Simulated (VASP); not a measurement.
# C in VASP: a series of runs, part 2 of 2

VASP 6.6.1.

## (4) Relaxation of cell and atoms, LDA

This run uses another cell than the first one, of 22.27 Å³/atom, 1.009 times its volume.

Input file INCAR:

```
SYSTEM = C
PREC = Accurate ; ENCUT = 600
EDIFF = 1E-6 ; ISMEAR = 0
SIGMA = 0.1 ; LREAL = .FALSE.
LASPH = .TRUE. ; NELM = 80
ALGO = Normal ; ISIF = 3
LWAVE = .FALSE. ; LCHARG = .FALSE.
GGA = CA ; IBRION = 2
NSW = 100 ; EDIFFG = -0.005
```

Input file KPOINTS:

```
Automatic mesh
0
G
  21 21 6
  0 0 0
```

Input file POSCAR:

```
C
1.0
    2.4561701622      0.0000000000      0.0000000000
   -1.2280850811      2.1271057565      0.0000000000
    0.0000000000      0.0000000000      8.5238033600
C
2
Direct
    0.3333333300      0.6666666700      0.0000000000
    0.6666666700      0.3333333300      0.0000000000
```

Potentials or basis: VASP PAW LDA potentials, release 64 (C).

The run is started by

```
$ cat potpaw_LDA.64/C/POTCAR > POTCAR
$ mpirun -np 1 vasp_std > vasp.out
```

OUTCAR:

```text
SYSTEM = C
   PREC = Accurate
   ENCUT = 600
   EDIFF = 1E-6
   ISMEAR = 0
   LREAL = .FALSE.
   LASPH = .TRUE.
   NELM = 80
   ISIF = 3
   GGA = CA
   IBRION = 2
   NSW = 100
   EDIFFG = -0.005

 ion  position               nearest neighbor table
   1  0.333  0.667  0.000-   2 1.42   2 1.42   2 1.42
   2  0.667  0.333  0.000-   1 1.42   1 1.42   1 1.42

  LATTYP: Found a hexagonal cell.
 ALAT       =     2.4561701622
 C/A-ratio  =     3.4703635323

  Lattice vectors:

 A1 = (   2.4561701622,   0.0000000000,   0.0000000000)
 A2 = (  -1.2280850811,   2.1271057565,   0.0000000000)
 A3 = (   0.0000000000,   0.0000000000,   8.5238033600)

Analysis of symmetry for initial positions (statically):
=====================================================================
 Subroutine PRICEL returns:
 Original cell was already a primitive cell.

 Routine SETGRP: Setting up the symmetry group for a
 hexagonal supercell.

 Subroutine GETGRP returns: Found 24 space group operations
 (whereof 24 operations were pure point group operations)
 out of a pool of 24 trial point group operations.

The static configuration has the point symmetry D_6h.

Analysis of symmetry for dynamics (positions and initial velocities):
=====================================================================
 Subroutine PRICEL returns:
 Original cell was already a primitive cell.

 Routine SETGRP: Setting up the symmetry group for a
 hexagonal supercell.

 Subroutine GETGRP returns: Found 24 space group operations
 (whereof 24 operations were pure point group operations)
 out of a pool of 24 trial point group operations.

The dynamic configuration has the point symmetry D_6h.

 Subroutine INISYM returns: Found 24 space group operations
 (whereof 24 operations are pure point group operations),
 and found     1 'primitive' translations

----------------------------------------------------------------------------------------

                                     Primitive cell

  volume of cell :      44.5329
[... 110 lines left out ...]
  volume/ion in A,a.u.               =      22.27       150.26
  Fermi-wavevector in a.u.,A,eV,Ry     =   0.923729  1.745594 11.609511  0.853275
  Thomas-Fermi vector in A             =   2.049397
   LORBIT       =      0    0 simple, 1 ext, 2 COOP (PROOUT), +10 PAW based schemes
   GGA     = CA    functional components
   LHFCALC =     F    Hartree Fock is set to
   AEXX    =    0.0000 exact exchange contribution
   IVDW    =     0    specifies the selected vdW correction
   LEPSILON=     F    determine dielectric tensor
   LRPA    =     F    only Hartree local field effects (RPA)
 conjugate gradient relaxation of ions
 non-spin polarized calculation
 Gauss-broadening in eV      SIGMA  =   0.10
  energy-cutoff  :      600.00
  volume of cell :       44.53
 maximum number of plane-waves:      1518
 NGX is ok and might be reduce to    20
   NGX =  9   NGY =  9   NGZ = 35

--------------------------------------- Ionic step        1  -------------------------------------------

 number of electron       7.9999999 magnetization

 Free energy of the ion-electron system (eV)
  ---------------------------------------------------
  ext. energy  EPLUGINS =         0.00000000
  ---------------------------------------------------
  free energy    TOTEN  =       -20.18000977 eV

  energy without entropy =      -20.17949803  energy(sigma->0) =      -20.17975390

------------------------ aborting loop because EDIFF is reached ----------------------------------------

  FORCE on cell =-STRESS in cart. coord.  units (eV):
  Direction    XX          YY          ZZ          XY          YZ          ZX
  --------------------------------------------------------------------------------------
  -------------------------------------------------------------------------------------
  Total       -0.5776369     -0.5776369     -0.0419618      0.0000000      0.0000000      0.0000000
  in kB      -20.7818668    -20.7818668     -1.5096761      0.0000000      0.0000000      0.0000000
  external PRESSURE =     -14.3578032 kB  Pullay stress =       0.0000000 kB
[... 901 lines left out ...]
 k-point    24 :       0.1905    0.0952    0.0000
  band No.  band energies     occupation
      1     -14.4836      2.00000
      2      -3.5617      2.00000
      3      -1.9960      2.00000
      4      -1.9938      2.00000
      5       8.4291      0.00000
      6      11.1750      0.00000
      7      12.6785      0.00000
      8      15.8277      0.00000

 [... further k-points ...]

[... ionic steps 4 to 21 ...]

--------------------------------------- Ionic step       22  -------------------------------------------

 number of electron       7.9999999 magnetization

------------------------ aborting loop because EDIFF is reached ----------------------------------------
[... 67 lines left out ...]
--------------------------------------- Ionic step       24  -------------------------------------------

 number of electron       7.9999999 magnetization

 Free energy of the ion-electron system (eV)
  ---------------------------------------------------
  ext. energy  EPLUGINS =         0.00000000
  ---------------------------------------------------
  free energy    TOTEN  =       -20.22798432 eV

  energy without entropy =      -20.22798230  energy(sigma->0) =      -20.22798331

 E-fermi :   4.1035     XC(G=0): -10.3428

 val. band max:        3.8761167373   @ k =   0.3333   0.3333   0.3333
 cond. band min:       4.3301804986   @ k =   0.3333   0.3333   0.1667
 fundamental gap:      0.4540637612
 Fermi energy:         4.1034879479
[... 293 lines left out ...]
  FREE ENERGIE OF THE ION-ELECTRON SYSTEM (eV)
  ---------------------------------------------------
  free  energy   TOTEN  =       -20.2279843220 eV

  energy  without entropy=      -20.2279823021  energy(sigma->0) =      -20.22798331

 reached required accuracy - stopping structural energy minimisation
```

OSZICAR:

```text
N       E                     dE             d eps       ncg     rms          rms(c)
DAV:   1     0.295973394811E+02    0.29597E+02   -0.40617E+03  3080   0.896E+02
[... 236 lines left out ...]
       N       E                     dE             d eps       ncg     rms          rms(c)
DAV:   1    -0.202326038098E+02   -0.46639E-02   -0.16902E-01  3112   0.340E+00    0.260E-01
DAV:   2    -0.202292734908E+02    0.33303E-02   -0.48901E-03  3416   0.565E-01    0.139E-01
DAV:   3    -0.202279998340E+02    0.12737E-02   -0.52290E-03  3216   0.485E-01    0.366E-02
DAV:   4    -0.202279951413E+02    0.46927E-05   -0.43702E-05  3824   0.718E-02    0.315E-02
DAV:   5    -0.202279842738E+02    0.10867E-04   -0.19877E-05  4064   0.402E-02    0.510E-03
DAV:   6    -0.202279843220E+02   -0.48163E-07   -0.21524E-06  3656   0.116E-02
  24 F= -.20227984E+02 E0= -.20227983E+02  d E =-.292263E-03
```

CONTCAR:

```text
C
   1.00000000000000
     2.4457422586648478   -0.0000000000000007   -0.0000000000000000
    -1.2228711293324244    2.1180749271300932   -0.0000000000000001
     0.0000000000000000    0.0000000000000000    3.5942000548982707
  C
     2
Direct
     0.3333333300000021    0.6666666699999979    0.0000000000000000
     0.6666666699999979    0.3333333300000021    0.0000000000000000

  0.00000000E+00  0.00000000E+00  0.00000000E+00
  0.00000000E+00  0.00000000E+00  0.00000000E+00
```

Wall time 22 min (1 thread of Intel Xeon Platinum 8259CL at 2.50GHz (Skylake/Cascade Lake), shared host); peak memory 0.2 GiB.

Results:

| Item | Value |
| --- | --- |
| Free energy | -20.2280 eV |
| Relaxed volume | 9.31 Å³/atom |
| Relaxed cell | a = 2.446 Å, b = 2.446 Å, c = 3.594 Å, α = 90.00°, β = 90.00°, γ = 120.00° |
| Space group after relaxing (to 0.05 Å) | P6/mmm (No. 191) |
| Energy gained by relaxing | 24.0 meV/atom |
| Ionic steps | 24 |
| Band gap on the k mesh | zero (band 4 reaches 4.58 eV, above the bottom of band 5 at 3.67 eV) |

Step by step:
| step | energy change (eV) | largest force (eV/Å) | pressure (GPa) | volume (Å³) |
| --- | --- | --- | --- | --- |
| 1 | 0.0000 | 0.0000 | -1.44 | 44.53 |
| 2 | 0.0113 | 0.0000 | 3.42 | 43.26 |
| 3 | -0.0024 | 0.0000 | -0.07 | 44.15 |
| 4 | -0.0024 | 0.0000 | -0.04 | 44.14 |
| 5 | -0.0025 | 0.0000 | -0.04 | 44.11 |
| 6 | -0.0026 | 0.0000 | -0.04 | 43.99 |
| 7 | -0.0028 | 0.0000 | -0.04 | 43.75 |
| 8 | -0.0033 | 0.0000 | -0.04 | 43.28 |
| 9 | -0.0044 | 0.0000 | -0.04 | 42.33 |
| 10 | -0.0065 | 0.0000 | -0.03 | 40.44 |
| 11 | -0.0103 | 0.0000 | 0.03 | 36.66 |
| 12 | -0.0154 | 0.0000 | 0.19 | 29.10 |
| 13 | 0.2417 | 0.0000 | 9.98 | 14.00 |
| 14 | -0.0156 | 0.0000 | 0.19 | 28.80 |
| 15 | -0.0346 | 0.0000 | 0.28 | 21.39 |
| 16 | -0.0441 | 0.0000 | 1.05 | 17.70 |
| 17 | -0.0433 | 0.0000 | 0.33 | 19.89 |
| 18 | -0.0477 | 0.0000 | 0.57 | 18.79 |
| 19 | -0.0476 | 0.0000 | 0.72 | 18.29 |
| 20 | 0.0171 | 0.0000 | -16.04 | 19.32 |
| 21 | -0.0477 | 0.0000 | 0.06 | 18.33 |
| 22 | -0.0477 | 0.0000 | 0.07 | 18.32 |
| 23 | -0.0479 | 0.0000 | 0.03 | 18.48 |
| 24 | -0.0480 | 0.0000 | -0.01 | 18.62 |

Final structure:
```xyz
2
Lattice="2.4457 0.0000 0.0000 -1.2229 2.1181 0.0000 0.0000 0.0000 3.5942" Properties=species:S:1:pos:R:3 pbc="T T T"
C     0.0000    1.4121    0.0000
C     1.2229    0.7060    0.0000
```

Caveat: the volume moved by over 15 % at a fixed basis, so the end points are rough.

## (5) Single point, LDA

This run uses another cell than the first one, of 22.27 Å³/atom, 1.009 times its volume.

Input file INCAR:

```
PREC     = Accurate       # precision mode
ENCUT    = 600            # plane-wave cutoff, eV
EDIFF    = 1E-6           # SCF threshold, eV
ISMEAR   = 0              # smearing method
SIGMA    = 0.1            # smearing width, eV
LREAL    = F              # projectors in reciprocal space
LASPH    = T              # aspherical terms in the spheres
NELM     = 120            # most SCF steps
ALGO     = Normal         # electronic algorithm
ISIF     = 2              # what is computed and relaxed
LWAVE    = F              # write WAVECAR
LCHARG   = F              # write CHGCAR
GGA      = CA             # functional
NBANDS   = 11             # bands
GGA_COMPAT= F
```

Input file KPOINTS:

```
Automatic mesh
0
Gamma
  9 9 2
```

POSCAR is that of step 4.

Potentials or basis: VASP PAW LDA potentials, release 64 (C).

The run is started by

```
$ cat potpaw_LDA.64/C/POTCAR > POTCAR
$ mpirun -np 1 vasp_std > vasp.out
```

OUTCAR:

```text
PREC = Accurate
   ENCUT = 600
   EDIFF = 1E-6
   ISMEAR = 0
   LREAL = F
   LASPH = T
   NELM = 120
   ISIF = 2
   GGA = CA

 ion  position               nearest neighbor table
   1  0.333  0.667  0.000-   2 1.42   2 1.42   2 1.42
   2  0.667  0.333  0.000-   1 1.42   1 1.42   1 1.42

  LATTYP: Found a hexagonal cell.
 ALAT       =     2.4561701622
 C/A-ratio  =     3.4703635323

  Lattice vectors:

 A1 = (   2.4561701622,   0.0000000000,   0.0000000000)
 A2 = (  -1.2280850811,   2.1271057565,   0.0000000000)
 A3 = (   0.0000000000,   0.0000000000,   8.5238033600)

Analysis of symmetry for initial positions (statically):
=====================================================================
 Subroutine PRICEL returns:
 Original cell was already a primitive cell.

 Routine SETGRP: Setting up the symmetry group for a
 hexagonal supercell.

 Subroutine GETGRP returns: Found 24 space group operations
 (whereof 24 operations were pure point group operations)
 out of a pool of 24 trial point group operations.

[... 168 lines left out ...]

 k-point     1 :       0.0000    0.0000    0.0000
  band No.  band energies     occupation
      1     -20.2881      2.00000
      2      -8.6142      2.00000
      3      -3.9284      2.00000
      4      -3.9284      2.00000
      5       2.2359      0.00000
      6       4.5836      0.00000
      7       6.1939      0.00000
      8       7.4403      0.00000
      9       7.4403      0.00000
     10      10.5718      0.00000
     11      12.1630      0.00000
[... 309 lines left out ...]
 k-point    24 :       0.3333    0.3333    0.5000
  band No.  band energies     occupation
      1     -13.3150      2.00000
      2     -13.3150      2.00000
      3     -11.5724      2.00000
      4      -0.8939      1.00081
      5      -0.8939      1.00081
      6       9.4794      0.00000
      7      12.1104      0.00000
      8      12.1104      0.00000
      9      12.6106      0.00000
     10      14.0049      0.00000
     11      14.0049      0.00000

------------------------ aborting loop because EDIFF is reached ----------------------------------------

  FORCE on cell =-STRESS in cart. coord.  units (eV):
  Direction    XX          YY          ZZ          XY          YZ          ZX
  --------------------------------------------------------------------------------------
  -------------------------------------------------------------------------------------
  Total       -0.5584777     -0.5584777     -0.0430074     -0.0000000     -0.0000000      0.0000000
  in kB      -20.0925681    -20.0925681     -1.5472927     -0.0000000     -0.0000000      0.0000000
  external PRESSURE =     -13.9108096 kB  Pullay stress =       0.0000000 kB

 VOLUME and BASIS-vectors are now :
 -----------------------------------------------------------------------------
  energy-cutoff  :      600.00
  volume of cell :       44.53
      direct lattice vectors                 reciprocal lattice vectors
     2.456170162  0.000000000  0.000000000     0.407137916  0.235061185  0.000000000
    -1.228085081  2.127105756  0.000000000     0.000000000  0.470122370  0.000000000
     0.000000000  0.000000000  8.523803360     0.000000000  0.000000000  0.117318521

 POSITION                                       TOTAL-FORCE (eV/Angst)
 -----------------------------------------------------------------------------------
     -0.00000      1.41807      0.00000        -0.000000      0.000000     -0.000000
      1.22809      0.70904      0.00000         0.000000      0.000000      0.000000
 -----------------------------------------------------------------------------------
    total drift:                                0.000000      0.000000     -0.000000

  FREE ENERGIE OF THE ION-ELECTRON SYSTEM (eV)
  ---------------------------------------------------
  free  energy   TOTEN  =       -20.1663628791 eV

  energy  without entropy=      -20.1635767591  energy(sigma->0) =      -20.16496982
```

Run time: 7.1 s. Hardware: 1 thread of Intel Xeon Platinum 8488C (Sapphire Rapids), shared host; peak memory 0.14 GiB.

Results:

```yaml
Free_energy: -20.1664 eV
Band_gap_on_the_k_mesh: zero (filled and empty bands touch)
```

Levels at points of the mesh, in eV from the Fermi level:
| k point | band 1 | band 2 | band 3 | band 4 | band 5 | band 6 | band 7 | band 8 |
| --- | --- | --- | --- | --- | --- | --- | --- | --- |
| (0.00, 0.00, 0.00) | -19.39 | -7.72 | -3.03 | -3.03 | 3.13 | 5.48 | 7.09 | 8.33 |
| (0.00, 0.00, 0.50) | -19.39 | -7.72 | -3.03 | -3.03 | 3.74 | 4.06 | 8.33 | 8.33 |

Caveat: the k points lie up to 0.37 Å⁻¹ apart.

## (6) Overview

| task | cell | k mesh | cutoff (eV) | gap on the mesh (eV) |
| --- | --- | --- | --- | --- |
| single point | a = 2.444, b = 2.444, c = 8.525 Å, angles 90.0, 90.0, 120.0°, 2 atoms | 21 × 21 × 6 | 520 | none |
| relaxation of cell and atoms | relaxed from a = 2.456, b = 2.456, c = 8.524 Å, angles 90.0, 90.0, 120.0°, 2 atoms | 21 × 21 × 6 | 600 | none |
| single point | a = 2.456, b = 2.456, c = 8.524 Å, angles 90.0, 90.0, 120.0°, 2 atoms | 9 × 9 × 2 | 600 | none |

Alike in all rows: level LDA; potentials or basis VASP PAW LDA potentials, release 64 (C); no spin polarisation; smearing gaussian 0.1 eV.

Caveats: some runs use coarse meshes; the volume moved by over 15 % at a fixed basis, so the end points are rough (some runs).

Absolute energies hang on the potentials; compare differences alone.
